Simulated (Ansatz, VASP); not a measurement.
# Bi2W in VASP and in Ansatz

```xyz
3
Lattice="3.4204 0.0000 0.0000 -1.7102 2.9621 0.0000 0.0000 0.0000 8.3531" Properties=species:S:1:pos:R:3 pbc="T T T"
W     0.0000    0.0000    0.0000
Bi    0.0000    1.9748    2.1187
Bi    1.7102    0.9874    6.2343
```

Alike in both runs: task electric field gradients; functional PBE; k mesh 9 × 9 × 5; occupations fermi-dirac, width 0.03 eV; no spin polarisation.

|  | VASP | Ansatz |
| --- | --- | --- |
| version | VASP 6.6.1 | Ansatz 0.2.0 |
| potentials or method | VASP PAW PBE potentials, release 64 (W_sv, Bi_d) | PAW with Ansatz's default frozen-core files, scalar-relativistic |
| plane-wave cutoff (eV) | 520 | 420 |
| valence electrons in the cell | 44 | 44 |

Ansatz gave:

```
pressure (GPa)                                       : 0.0
rms of the force components (eV/Å)                   : 0.000
size of Vzz on the site where it differs most (V/Å²) : 182.7
```

Q: Which values does VASP return?

A: Pressure (GPa): 0.0; rms of the force components (eV/Å): 0.006; size of Vzz on the site where it differs most (V/Å²): 144.4.

Atom by atom the forces differ by 0.006 eV/Å (rms over components). With one functional, cell and mesh, what is left measures potentials, basis and numerics.

Spin-orbit coupling is off throughout.
